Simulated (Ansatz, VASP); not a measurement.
MoS2: VASP beside Ansatz

Contents of INCAR:

```
PREC = Accurate
ENCUT = 520
EDIFF = 1E-6
ISMEAR = -1
SIGMA = 0.1
LREAL = F
LASPH = T
NELM = 80
ALGO = Normal
ISIF = 2
LWAVE = F
LCHARG = F
GGA = CA
NBANDS = 20
```

Contents of KPOINTS:

```
regular mesh
0
Gamma
  10 10 5
```

File POSCAR:

```
MoS2
1.0
    3.2541344328      0.0000000000      0.0000000000
   -1.6270672164      2.8181707997      0.0000000000
    0.0000000000      0.0000000000      6.3646415395
Mo S
1 2
Direct
    0.0000000000      0.0000000000      0.5000000000
    0.3333333333      0.6666666667      0.2553200000
    0.6666666667      0.3333333333      0.7446800000
```

Input for Ansatz:

```yaml
crystal:
  lattice:
    - [3.2541344327897117, 0.0, 0.0]
    - [-1.6270672163948559, 2.8181707996559333, 0.0]
    - [0.0, 0.0, 6.3646415394620135]
  atoms:
    - { symbol: Mo, position: [0.0, 0.0, 0.5] }
    - { symbol: S, position: [0.3333333333333333, 0.6666666666666666, 0.25532] }
    - { symbol: S, position: [0.6666666666666666, 0.3333333333333333, 0.74468] }
basis:
  ecutwfc: 550.0
kpoints:
  mp_grid:
    grid: [10, 10, 5]
hamiltonian:
  xc: lda
  pseudopotentials:
    kind: paw
scf:
  max_iter: 60
  occupations:
    method: fermi_dirac
output:
  stress: true
```

Alike in both runs: task single point; functional LDA; k mesh 10 × 10 × 5; no spin polarisation.

|  | VASP | Ansatz |
| --- | --- | --- |
| version | VASP 6.6.1 | Ansatz 0.2.0 |
| potentials or method | VASP PAW LDA potentials, release 64 (Mo_sv, S), cutoff 520 eV | plane waves, PAW |
| occupations | fermi-dirac, width 0.1 eV | fermi-dirac |
| valence electrons in the cell | 26 | 26 |

Ansatz gave:

* pressure (GPa): -8.7
* traceless stress, the component that is largest in VASP (GPa): 1.89

Task: Estimate VASP's values.

Result: Pressure (GPa): -8.6; traceless stress, the component that is largest in VASP (GPa): 1.90.

LDA's correlation is that of Perdew and Zunger in VASP and of Perdew and Wang (1992) in Ansatz. Ansatz's warnings: structure snapped to symmetry.
